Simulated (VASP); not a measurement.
Write the native input for VASP 6.6.1 that does the following.

```
Task                   : single point
Functional             : PBE
Potentials or basis    : VASP PAW PBE potentials, release 64 (P)
Cutoff                 : 520 eV
k mesh                 : 9 × 9 × 12
Occupations            : fermi-dirac, width 0.05 eV
Spin                   : no spin polarisation
Dipole correction      : no
Further INCAR settings : ALGO = Normal; EDIFF = 1e-07; NBANDS = 14
```

The structure of P lies in POSCAR:

```
P
1.0
    3.5259383816      0.0000000000      0.0000000000
   -1.7629691908      3.0535522106      0.0000000000
    0.0000000000      0.0000000000      2.0787792130
P
3
Direct
    0.0000000000      0.0000000000      0.0000000000
    0.3333333333      0.6666666667      0.5000000000
    0.6666666667      0.3333333333      0.5000000000
```

This cell differs from its parent crystal: volume scaled by 0.52.

The input as run:

INCAR

```
  ALGO = Normal
  EDIFF = 1E-7
  ENCUT = 520
  GGA = PE
  ISIF = 2
  ISMEAR = -1
  LASPH = T
  LCHARG = F
  LREAL = F
  LWAVE = F
  NBANDS = 14
  NELM = 80
  PREC = Accurate
  SIGMA = 0.05
```

KPOINTS

```
k-points
0
Gamma
  9 9 12
```

Potentials or basis: VASP PAW PBE potentials, release 64 (P).

Command:

```bash
$ cat potpaw_PBE.64/P/POTCAR > POTCAR
$ mpirun -np 1 vasp_std > vasp.out
```

Results of the run:

```json
{
  "Pressure": "233.3 GPa"
}
```

Run time: 16 s on 1 thread of Intel(R) Xeon(R) Platinum 8375C CPU @ 2.90GHz (Ice Lake), on a shared host, peak memory 0.14 GiB.
